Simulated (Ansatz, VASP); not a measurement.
CaCo: VASP beside Ansatz

```
Ca Co
1.0
     0.00000    2.51678    2.51678
     2.51678    0.00000    2.51678
     2.51678    2.51678    0.00000
Ca Co
1 1
Cartesian
  2.5168 2.5168 2.5168
  0.0000 0.0000 0.0000
```

Change from the starting cell: volume scaled by 0.94.

Alike in both runs: task single point; functional PBE; k mesh 9 × 9 × 9; occupations fermi-dirac, width 0.05 eV; collinear spin.

|  | VASP | Ansatz |
| --- | --- | --- |
| version | VASP 6.6.1 | Ansatz 0.2.0 |
| potentials or method | VASP PAW PBE potentials, release 64 (Ca_sv, Co), cutoff 520 eV | all-electron LAPW, scalar-relativistic |

Ansatz gave:

* gap on the k mesh at the Fermi level (eV): none
* pressure (GPa): 27.9
* net moment per atom (μB): 0.50
* size of the moment on the site where the two differ most (μB): 1.09

Question: Which values does VASP return?

Answer: gap on the k mesh at the Fermi level (eV): none; pressure (GPa): 28.0; net moment per atom (μB): 0.49; size of the moment on the site where the two differ most (μB): 1.07.

Site moments also hang on the region over which each program counts them. A gap of «none» marks a metal or a gap that the smearing closes. Ansatz ran all-electron here, and VASP with PAW potentials.
